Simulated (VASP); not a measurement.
# ScAl3N4 (scan) (Imm2) in VASP: a series of runs

ScAl3N4 (scan) is run at these levels: r2SCAN; tasks: single point, relaxation of cell and atoms.

Everything below comes from runs of VASP 6.6.1. Logs are shortened: lines on timing, memory, paths and dates and some standing lists are left out, and cuts for length are marked.

## 1. The cell of the first run

The structure is orthorhombic, space group Imm2 (No. 44). The conventional cell has a = 3.391 Å, b = 8.419 Å, c = 5.962 Å, α = 90.00°, β = 90.00°, γ = 90.00°. Sc (site symmetry mm2) has 5 N at 2.02 to 2.17 Å within 2.7 Å. Within 2.5 Å of Al (site symmetry mm2) lie 5 N at 1.86 to 2.04 Å. Al (site symmetry m) has 5 N at 1.97 to 2.14 Å within 2.6 Å. N (site symmetry m) has 4 Al at 1.97 to 2.04 Å and 1 Sc at 2.17 Å within 2.6 Å. N (site symmetry mm2) has 3 Al at 1.86 to 2.14 Å and 2 Sc at 2.02 Å within 2.5 Å. N (site symmetry mm2) has 4 Al at 1.93 to 2.07 Å and 1 Sc at 2.09 Å within 2.6 Å.

## 2. Single point, r2SCAN

File POSCAR:

```
ScAl3N4
1.0
   -3.3910918582      0.0000000000      0.0000000000
    0.0000000000      5.9623750291      0.0000000000
    1.6955459291     -2.9811875146     -4.2094157544
Sc Al N
1 3 4
Direct
    0.0000000000      0.3316094098      0.0000000000
    0.5000000000      0.8360634586      0.0000000000
    0.7541123085      0.4207044682      0.5082246170
    0.2458876915      0.9124798512      0.4917753830
    0.7424064644      0.0766872341      0.4848129287
    0.2575935356      0.5918743054      0.5151870713
    0.5000000000      0.1480525029      0.0000000000
    0.0000000000      0.6825287698      0.0000000000
```

File INCAR.step1:

```
SYSTEM = ScAl3N4
ALGO = Normal ; EDIFF = 1E-4
ENCUT = 520 ; GGA = PE
ISMEAR = 0 ; LASPH = .True.
LCHARG = .False. ; LREAL = .False.
LWAVE = .True. ; NBANDS = 30
NELM = 100 ; PREC = Accurate
SIGMA = 0.02
```

File INCAR.step2:

```
SYSTEM = ScAl3N4
ALGO = Normal ; EDIFF = 1E-7
ENCUT = 520 ; ISIF = 2
ISMEAR = 0 ; ISTART = 1
LASPH = .True. ; LCHARG = .True.
LELF = .True. ; LMIXTAU = .True.
LREAL = .False. ; LVHAR = .True.
LWAVE = .False. ; METAGGA = R2SCAN
NBANDS = 30 ; NELM = 100
PREC = Accurate ; SIGMA = 0.02
```

File KPOINTS:

```
k-points
0
Gamma
  8 8 8
  0 0 0
```

Potentials or basis: VASP PAW PBE potentials, release 64 (Sc_sv, Al, N).

Started as:

```console
$ cat potpaw_PBE.64/Sc_sv/POTCAR potpaw_PBE.64/Al/POTCAR potpaw_PBE.64/N/POTCAR > POTCAR
$ cp INCAR.step1 INCAR
$ mpirun -np 1 vasp_std > vasp.out
$ cp INCAR.step2 INCAR
$ mpirun -np 1 vasp_std > vasp.out
```

OUTCAR:

```text
SYSTEM = ScAl3N4
   EDIFF = 1E-7
   ENCUT = 520
   ISIF = 2
   ISMEAR = 0
   ISTART = 1
   LASPH = .True.
   LREAL = .False.
   METAGGA = R2SCAN
   NELM = 100
   PREC = Accurate

 ion  position               nearest neighbor table
   1  0.000  0.332  0.000-   7 2.02   7 2.02   8 2.09   6 2.17   5 2.17   4 2.88   3 2.88   4 2.90
                             4 2.90   3 2.90   3 2.90
   2  0.500  0.836  0.000-   7 1.86   8 1.93   8 1.93   6 2.04   5 2.04   3 2.86   3 2.86   4 2.86
                             4 2.86   3 2.91   4 2.91
   3  0.754  0.421  0.508-   6 1.97   6 1.97   5 1.98   8 2.07   7 2.14   2 2.86   2 2.86   1 2.88
                             1 2.90   1 2.90   2 2.91
   4  0.246  0.912  0.492-   5 1.97   5 1.97   6 1.98   8 2.07   7 2.14   2 2.86   2 2.86   1 2.88
                             1 2.90   1 2.90   2 2.91
   5  0.742  0.077  0.485-   4 1.97   4 1.97   3 1.98   2 2.04   1 2.17
   6  0.258  0.592  0.515-   3 1.97   3 1.97   4 1.98   2 2.04   1 2.17
   7  0.500  0.148  0.000-   2 1.86   1 2.02   1 2.02   3 2.14   4 2.14
   8  0.000  0.683  0.000-   2 1.93   2 1.93   3 2.07   4 2.07   1 2.09

  LATTYP: Found a body centered orthorhombic cell.
 ALAT       =     3.3910918582
 B/A-ratio  =     1.7582463933
 C/A-ratio  =     2.4826315125

  Lattice vectors:

 A1 = (   1.6955459291,  -2.9811875145,   4.2094157544)
 A2 = (  -1.6955459291,   2.9811875146,   4.2094157544)
 A3 = (  -1.6955459291,  -2.9811875146,  -4.2094157544)

Analysis of symmetry for initial positions (statically):
=====================================================================
 Subroutine PRICEL returns:
 Original cell was already a primitive cell.

 Routine SETGRP: Setting up the symmetry group for a
 body centered orthorhombic supercell.

 Subroutine GETGRP returns: Found  4 space group operations
 (whereof  4 operations were pure point group operations)
 out of a pool of  8 trial point group operations.

The static configuration has the point symmetry C_2v.

Analysis of symmetry for dynamics (positions and initial velocities):
=====================================================================
 Subroutine PRICEL returns:
 Original cell was already a primitive cell.

 Routine SETGRP: Setting up the symmetry group for a
 body centered orthorhombic supercell.

 Subroutine GETGRP returns: Found  4 space group operations
 (whereof  4 operations were pure point group operations)
 out of a pool of  8 trial point group operations.

The dynamic configuration has the point symmetry C_2v.

 Subroutine INISYM returns: Found  4 space group operations
 (whereof  4 operations are pure point group operations),
 and found     1 'primitive' translations

----------------------------------------------------------------------------------------

                                     Primitive cell

  volume of cell :      85.1100

  direct lattice vectors                    reciprocal lattice vectors
    -3.391091858  0.000000000  0.000000000    -0.294890272  0.000000000 -0.118781330
     0.000000000  5.962375029  0.000000000     0.000000000  0.167718400 -0.118781330
     1.695545929 -2.981187515 -4.209415754     0.000000000  0.000000000 -0.237562659

  length of vectors
     3.391091858  5.962375029  5.429690229     0.317913945  0.205519989  0.237562659

  position of ions in fractional coordinates (direct lattice)
     0.000000000  0.331609410  0.000000000
     0.500000000  0.836063459  0.000000000
     0.754112308  0.420704468  0.508224617
     0.245887692  0.912479851  0.491775383
     0.742406464  0.076687234  0.484812929
     0.257593536  0.591874305  0.515187071
     0.500000000  0.148052503  0.000000000
     0.000000000  0.682528770  0.000000000

  ion indices of the primitive-cell ions
   primitive index   ion index
                 1           1
                 2           2
                 3           3
                 4           4
                 5           5
                 6           6
                 7           7
                 8           8

[... 61 lines left out ...]

 k-point     3 :       0.2500    0.0000    0.0000
  band No.  band energies     occupation
      1     -42.8001      2.00000
      2     -20.7528      2.00000
      3     -20.6713      2.00000
      4     -20.6404      2.00000
      5      -9.5290      2.00000
      6      -7.9113      2.00000
[... 22 lines left out ...]
     29      15.3467      0.00000
     30      15.5521      0.00000

 k-point     4 :       0.3750    0.0000    0.0000
  band No.  band energies     occupation
      1     -42.7932      2.00000
      2     -20.8527      2.00000
      3     -20.6627      2.00000
      4     -20.6341      2.00000
      5      -8.9179      2.00000
      6      -7.9315      2.00000
[... 22 lines left out ...]
     29      15.5882      0.00000
     30      16.1199      0.00000

 k-point     5 :       0.5000    0.0000    0.0000
  band No.  band energies     occupation
      1     -42.7902      2.00000
      2     -20.8950      2.00000
      3     -20.6591      2.00000
      4     -20.6297      2.00000
      5      -8.2852      2.00000
      6      -8.2766      2.00000
[... 22 lines left out ...]
     29      15.4015      0.00000
     30      16.5525      0.00000
[... 526 lines left out ...]
     29      15.0592      0.00000
     30      15.7677      0.00000

 k-point    22 :       0.0000    0.3750    0.0000
  band No.  band energies     occupation
      1     -42.8100      2.00000
      2     -20.6908      2.00000
      3     -20.6841      2.00000
      4     -20.5712      2.00000
      5      -9.5701      2.00000
      6      -8.6300      2.00000
[... 22 lines left out ...]
     29      15.0590      0.00000
     30      15.3988      0.00000

 k-point    23 :       0.1250    0.3750    0.0000
  band No.  band energies     occupation
      1     -42.8071      2.00000
      2     -20.6926      2.00000
      3     -20.6823      2.00000
      4     -20.6082      2.00000
      5      -9.3357      2.00000
      6      -8.6908      2.00000
[... 22 lines left out ...]
     29      14.7602      0.00000
     30      15.0850      0.00000

 k-point    24 :       0.2500    0.3750    0.0000
  band No.  band energies     occupation
      1     -42.8001      2.00000
      2     -20.7535      2.00000
      3     -20.6739      2.00000
      4     -20.6417      2.00000
      5      -8.9422      2.00000
      6      -8.5329      2.00000
[... 22 lines left out ...]
     29      15.1680      0.00000
     30      15.6040      0.00000

 [... further k-points ...]

------------------------ aborting loop because EDIFF is reached ----------------------------------------

  FORCE on cell =-STRESS in cart. coord.  units (eV):
  Direction    XX          YY          ZZ          XY          YZ          ZX
  --------------------------------------------------------------------------------------
  -------------------------------------------------------------------------------------
  Total        0.1228228      0.1313424      0.0895654      0.0000000      0.0000000      0.0000000
  in kB        2.3121117      2.4724917      1.6860493      0.0000000      0.0000000      0.0000000
  external PRESSURE =       2.1568842 kB  Pullay stress =       0.0000000 kB

 VOLUME and BASIS-vectors are now :
 -----------------------------------------------------------------------------
  energy-cutoff  :      520.00
  volume of cell :       85.11
      direct lattice vectors                 reciprocal lattice vectors
    -3.391091858  0.000000000  0.000000000    -0.294890272  0.000000000 -0.118781330
     0.000000000  5.962375029  0.000000000     0.000000000  0.167718400 -0.118781330
     1.695545929 -2.981187515 -4.209415754     0.000000000  0.000000000 -0.237562659

 POSITION                                       TOTAL-FORCE (eV/Angst)
 -----------------------------------------------------------------------------------
      0.00000      1.97718      0.00000        -0.000000      0.029957      0.000000
     -1.69555      4.98492      0.00000         0.000000     -0.004053      0.000000
     -1.69555      0.99328     -2.13933        -0.000000     -0.000681     -0.007133
     -0.00000      3.97447     -2.07009        -0.000000     -0.000681      0.007133
     -1.69555     -0.98808     -2.04078        -0.000000      0.000765      0.061377
      0.00000      1.99311     -2.16864         0.000000      0.000765     -0.061377
     -1.69555      0.88274      0.00000        -0.000000     -0.110555      0.000000
      0.00000      4.06949      0.00000        -0.000000      0.084483      0.000000
 -----------------------------------------------------------------------------------
    total drift:                               -0.000114     -0.000288     -0.000049

  FREE ENERGIE OF THE ION-ELECTRON SYSTEM (eV)
  ---------------------------------------------------
  free  energy   TOTEN  =       -80.9300323254 eV

  energy  without entropy=      -80.9300323254  energy(sigma->0) =      -80.93003233
```

Run time: 14 min. Hardware: 1 thread of Intel Xeon Platinum 8488C (Sapphire Rapids), shared host; peak memory 0.38 GiB.

Results:

```yaml
Free_energy: -80.9300 eV
Pressure: 0.2 GPa
Largest_force: 0.111 eV/Å
Band_gap_on_the_k_mesh: 3.17 eV, indirect (least direct gap 3.26 eV)
```

Forces on the atoms (eV/Å):
```
Sc   0.000  0.030  0.000
Al   0.000 -0.004  0.000
Al   0.000 -0.001 -0.007
Al   0.000 -0.001  0.007
N    0.000  0.001  0.061
N    0.000  0.001 -0.061
N    0.000 -0.111  0.000
N    0.000  0.084  0.000
```

Caveat: the PAW data sets were made with another functional, which shifts forces and pressure a little. A k mesh can miss the band edges.

## 3. Single point, r2SCAN

File POSCAR:

```
ScAl3N4
1.0
   -3.3996227688      0.0000000000      0.0000000000
    0.0000000000      5.9541192998      0.0000000000
    1.6998113844     -2.9770596499     -4.2067958303
Sc Al N
1 3 4
Direct
    0.0000000000      0.3311554988      0.0000000000
    0.5000000000      0.8358098762      0.0000000000
    0.7542938490      0.4211733166      0.5085876979
    0.2457061510      0.9125856187      0.4914123021
    0.7425202244      0.0765203084      0.4850404487
    0.2574797756      0.5914798597      0.5149595513
    0.5000000000      0.1483107405      0.0000000000
    0.0000000000      0.6829647811      0.0000000000
```

File INCAR.step1:

```
SYSTEM = ScAl3N4
  PREC = Accurate
  ENCUT = 520
  ISMEAR = 0
  SIGMA = 0.1
  LREAL = .FALSE.
  LASPH = .TRUE.
  NELM = 100
  NBANDS = 30
  GGA = PE
  ALGO = Normal
  EDIFF = 1E-4
  LWAVE = .TRUE.
  LCHARG = .FALSE.
```

File INCAR.step2:

```
SYSTEM = ScAl3N4
  PREC = Accurate
  ENCUT = 520
  EDIFF = 1E-7
  ISMEAR = 0
  SIGMA = 0.1
  LREAL = .FALSE.
  LASPH = .TRUE.
  NELM = 100
  ALGO = Normal
  ISIF = 2
  LWAVE = .FALSE.
  LCHARG = .TRUE.
  METAGGA = R2SCAN
  LMIXTAU = .TRUE.
  LELF = .TRUE.
  LVHAR = .TRUE.
  NBANDS = 30
  ISTART = 1
```

File KPOINTS:

```
regular mesh
0
G
  6 6 6
  0 0 0
```

Potentials or basis: VASP PAW PBE potentials, release 64 (Sc_sv, Al, N).

Started as:

```console
$ cat potpaw_PBE.64/Sc_sv/POTCAR potpaw_PBE.64/Al/POTCAR potpaw_PBE.64/N/POTCAR > POTCAR
$ cp INCAR.step1 INCAR
$ mpirun -np 1 vasp_std > vasp.out
$ cp INCAR.step2 INCAR
$ mpirun -np 1 vasp_std > vasp.out
```

Wall time 7.7 min (1 thread of Intel Xeon Platinum 8488C (Sapphire Rapids), shared host); peak memory 0.3 GiB.

The run converged. Its results:

| Property | Result |
| --- | --- |
| Free energy | -80.9295 eV |
| Pressure | 0.1 GPa |
| Largest force | 0.110 eV/Å |
| Band gap on the k mesh | 3.08 eV, indirect (least direct gap 3.26 eV) |

Forces on the atoms (eV/Å):
```
Sc   0.000  0.031  0.000
Al   0.000  0.022  0.000
Al   0.000 -0.008  0.015
Al   0.000 -0.008 -0.015
N    0.000  0.004  0.092
N    0.000  0.004 -0.092
N    0.000 -0.110  0.000
N    0.000  0.066  0.000
```

Stress tensor (GPa, compression positive):
```
-0.20  0.00  0.00
 0.00  0.29  0.00
 0.00  0.00  0.28
```

Levels at points of the mesh, in eV from the valence-band top:
```
           k point  band 17  band 18  band 19  band 20  band 21  band 22  band 23  band 24
(0.00, 0.00, 0.00)    -1.94    -1.80    -1.64     0.00     3.26     4.35     4.40     4.79
(0.50, 0.00, 0.00)    -2.34    -2.14    -1.61    -0.99     3.76     4.31     4.33     4.71
(0.00, 0.50, 0.00)    -2.15    -1.64    -1.39    -0.97     4.05     4.66     5.04     5.36
(0.50, 0.50, 0.00)    -2.27    -1.79    -1.62    -0.89     3.43     4.09     4.67     5.17
(0.00, 0.00, 0.50)    -2.61    -2.36    -2.30    -1.26     4.11     4.40     4.88     5.55
```

Caveat: the PAW data sets were made with another functional, which shifts forces and pressure a little.

## 4. Relaxation of cell and atoms, r2SCAN

This run uses another cell than the first one, of 11.37 Å³/atom, 1.069 times its volume.

File POSCAR:

```
ScAl3N4
1.0
   -3.2215000000      0.0000000000      0.0000000000
    0.0000000000      5.5798016766      0.0000000000
    1.6107500000     -2.7899008383     -5.0615000000
Sc Al N
1 3 4
Direct
    0.0000000000      0.3333333300      0.0000000000
    0.5000000000      0.8333333300      0.0000000000
    0.7500000000      0.4166666700      0.5000000000
    0.2500000000      0.9166666700      0.5000000000
    0.7500000000      0.0833333300      0.5000000000
    0.2500000000      0.5833333300      0.5000000000
    0.5000000000      0.1666666700      0.0000000000
    0.0000000000      0.6666666700      0.0000000000
```

File INCAR.step1:

```
SYSTEM = ScAl3N4
PREC = Accurate
ENCUT = 600
ISMEAR = 0
SIGMA = 0.1
LREAL = .FALSE.
LASPH = .TRUE.
NELM = 100
GGA = PE
ALGO = Normal
EDIFF = 1E-4
LWAVE = .TRUE.
LCHARG = .FALSE.
```

File INCAR.step2:

```
SYSTEM = ScAl3N4
PREC = Accurate
ENCUT = 600
EDIFF = 1E-7
ISMEAR = 0
SIGMA = 0.1
LREAL = .FALSE.
LASPH = .TRUE.
NELM = 100
ALGO = Normal
ISIF = 3
LWAVE = .FALSE.
LCHARG = .FALSE.
METAGGA = R2SCAN
LMIXTAU = .TRUE.
IBRION = 2
NSW = 100
EDIFFG = -0.05
ISTART = 1
```

File KPOINTS:

```
Automatic mesh
0
G
  6 6 6
  0 0 0
```

Started as:

```console
$ cat potpaw_PBE.64/Sc_sv/POTCAR potpaw_PBE.64/Al/POTCAR potpaw_PBE.64/N/POTCAR > POTCAR
$ cp INCAR.step1 INCAR
$ mpirun -np 1 vasp_std > vasp.out
$ cp INCAR.step2 INCAR
$ mpirun -np 1 vasp_std > vasp.out
```

It took 53 min on 1 thread of Intel Xeon 6975P-C (Granite Rapids), shared host; peak memory 0.36 GiB.

The run converged. Its results:

```yaml
Free_energy: -80.9343 eV
Relaxed_volume: 10.65 Å³/atom
Relaxed_cell: a = 3.392 Å, b = 5.968 Å, c = 5.432 Å, α = 123.32°, β = 108.19°, γ = 90.00°
Space_group_after_relaxing_to_0.05_Å: Imm2 (No. 44)
Energy_gained_by_relaxing: 264.4 meV/atom
Ionic_steps: 14
Pressure_after_relaxing: -0.1 GPa
Largest_force_after_relaxing: 0.049 eV/Å
Band_gap_on_the_k_mesh: 3.06 eV, indirect (least direct gap 3.25 eV)
```

Forces in eV/Å, atoms in the order of the input:
```
Sc   0.000 -0.049  0.000
Al   0.000  0.025  0.000
Al   0.000  0.012 -0.001
Al   0.000  0.012  0.001
N    0.000  0.009  0.015
N    0.000  0.009 -0.015
N    0.000 -0.047  0.000
N    0.000  0.029  0.000
```

Step by step:
| step | energy change (eV) | largest force (eV/Å) | pressure (GPa) | volume (Å³) |
| --- | --- | --- | --- | --- |
| 1 | 0.0000 | 4.9131 | 8.15 | 90.98 |
| 2 | -0.5841 | 4.4362 | -16.45 | 98.38 |
| 3 | -1.0767 | 0.6981 | -9.12 | 95.17 |
| 4 | -1.6741 | 1.4081 | -2.20 | 88.37 |
| 5 | -1.7673 | 1.8670 | 2.38 | 85.59 |
| 6 | -2.0044 | 1.2975 | 3.30 | 84.16 |
| 7 | -2.0060 | 1.2366 | 3.08 | 84.26 |
| 8 | -2.0938 | 0.2904 | -2.82 | 86.41 |
| 9 | -2.0951 | 0.2731 | -2.23 | 86.17 |
| 10 | -2.1120 | 0.1100 | 0.76 | 84.87 |
| 11 | -2.1129 | 0.1249 | 0.19 | 85.10 |
| 12 | -2.1142 | 0.0962 | 0.02 | 85.18 |
| 13 | -2.1144 | 0.1347 | -0.09 | 85.23 |
| 14 | -2.1151 | 0.0487 | -0.06 | 85.24 |

Final structure:
```
CELL_PARAMETERS angstrom
-3.39194 0.00000 0.00000
0.00000 5.96807 0.00000
1.69597 -2.98404 -4.21066
ATOMIC_POSITIONS crystal
Sc 0.00000 0.33235 0.00000
Al 0.50000 0.83594 0.00000
Al 0.75388 0.42022 0.50775
Al 0.24612 0.91246 0.49225
N 0.74222 0.07633 0.48445
N 0.25778 0.59189 0.51555
N 0.50000 0.14785 0.00000
N 0.00000 0.68296 0.00000
```

Levels at points of the mesh, in eV from the valence-band top:
```csv
k point,band 17,band 18,band 19,band 20,band 21,band 22,band 23,band 24
"(0.00, 0.00, 0.00)",-1.95,-1.78,-1.63,0.00,3.25,4.33,4.39,4.78
"(0.50, 0.00, 0.00)",-2.34,-2.14,-1.62,-1.01,3.75,4.30,4.31,4.72
"(0.00, 0.50, 0.00)",-2.13,-1.62,-1.38,-0.98,4.03,4.65,5.01,5.35
"(0.50, 0.50, 0.00)",-2.28,-1.79,-1.63,-0.89,3.43,4.06,4.64,5.19
"(0.00, 0.00, 0.50)",-2.59,-2.36,-2.30,-1.24,4.09,4.40,4.87,5.56
```

Caveat: the PAW data sets were made with another functional, which shifts forces and pressure a little; the relaxation stopped at a loose force limit of 0.05 eV/Å, so its end isn't a converged minimum.

## 5. Summary

```csv
task,cell,k mesh,cutoff (eV),smearing,gap on the mesh (eV),pressure (GPa),largest force (eV/Å)
single point,"a = 3.391, b = 5.962, c = 5.430 Å, angles 123.3, 108.2, 90.0°, 8 atoms",8 × 8 × 8,520,gaussian 0.02 eV,3.17,0.2,0.11
single point,"a = 3.400, b = 5.954, c = 5.427 Å, angles 123.3, 108.3, 90.0°, 8 atoms",6 × 6 × 6,520,gaussian 0.1 eV,3.08,0.1,0.11
relaxation of cell and atoms,"relaxed from a = 3.221, b = 5.580, c = 6.000 Å, angles 117.7, 105.6, 90.0°, 8 atoms",6 × 6 × 6,600,gaussian 0.1 eV,3.06,-0.1,0.05
```

Alike in all rows: level r2SCAN; potentials or basis VASP PAW PBE potentials, release 64 (Sc_sv, Al, N); no spin polarisation.

Caveats: the PAW data sets were made with another functional, which shifts forces and pressure a little; the relaxation stopped at a loose force limit of 0.05 eV/Å, so its end isn't a converged minimum (some runs).

Absolute energies hang on the potentials; compare differences alone.
